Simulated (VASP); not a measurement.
Runs of VASP 6.6.1 on Bi. The structure is that of space group Im-3m (No. 229), or close to it. The cells are those of the table. 

```tsv
cell	gap on the mesh (eV)	pressure (GPa)
a = 3.401 Å, angles 109.5°, 1 atom	none	-0.4
a = 3.521 Å, angles 109.5°, 1 atom	none	(a)
a = 3.338 Å, angles 109.5°, 1 atom	none	(b)
a = 3.462 Å, angles 109.5°, 1 atom	none	-3.2
a = 3.432 Å, angles 109.5°, 1 atom	none	-1.9
a = 3.492 Å, angles 109.5°, 1 atom	none	-4.3
a = 3.370 Å, angles 109.5°, 1 atom	none	1.4
```

Alike in all rows: task single point; level PBEsol; potentials or basis VASP PAW PBE potentials, release 64 (Bi_d); no spin polarisation; k mesh 10 × 10 × 10; cutoff (eV) 520; smearing gaussian 0.1 eV.

Fill in the values left out.

(a) -5.3; (b) 3.5.

Caveats: the PAW data sets were made with another functional, which shifts forces and pressure a little; spin-orbit coupling is left out, which moves the levels of the heavy elements.

A k mesh can miss the band edges, and the runs leave out spin-orbit coupling on Bi.

A gap of «none» marks levels without a gap at the run's occupations.
